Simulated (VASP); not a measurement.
**Rb: single point with PBE**

Rb:

```
CELL_PARAMETERS angstrom
3.40308 0.00000 0.00000
0.00000 3.40308 0.00000
0.00000 0.00000 3.40308
ATOMIC_POSITIONS crystal
Rb 0.00000 0.00000 0.00000
```

This cell differs from its parent crystal: volume scaled by 0.4.

```json
{
  "Program": "VASP 6.6.1",
  "Task": "single point",
  "Functional": "PBE",
  "Potentials or basis": "VASP PAW PBE potentials, release 64 (Rb_sv)",
  "Cutoff": "520 eV",
  "k mesh": "9 × 9 × 9",
  "Occupations": "fermi-dirac, width 0.08 eV",
  "Spin": "no spin polarisation",
  "Dipole correction": "no",
  "Further INCAR settings": "ALGO = Normal; EDIFF = 1e-06; NBANDS = 10"
}
```

```
Pressure : 8.5 GPa
```

Levels at points of the mesh, in eV from the Fermi level:
```
           k point  band 3  band 4  band 5  band 6  band 7  band 8
(0.00, 0.00, 0.00)  -12.70  -12.70   -2.74    1.97    1.97    9.15
```

Run time: 8.3 s on 1 thread of Intel(R) Xeon(R) Platinum 8259CL CPU @ 2.50GHz (Skylake/Cascade Lake) (shared host), peak memory 0.15 GiB.
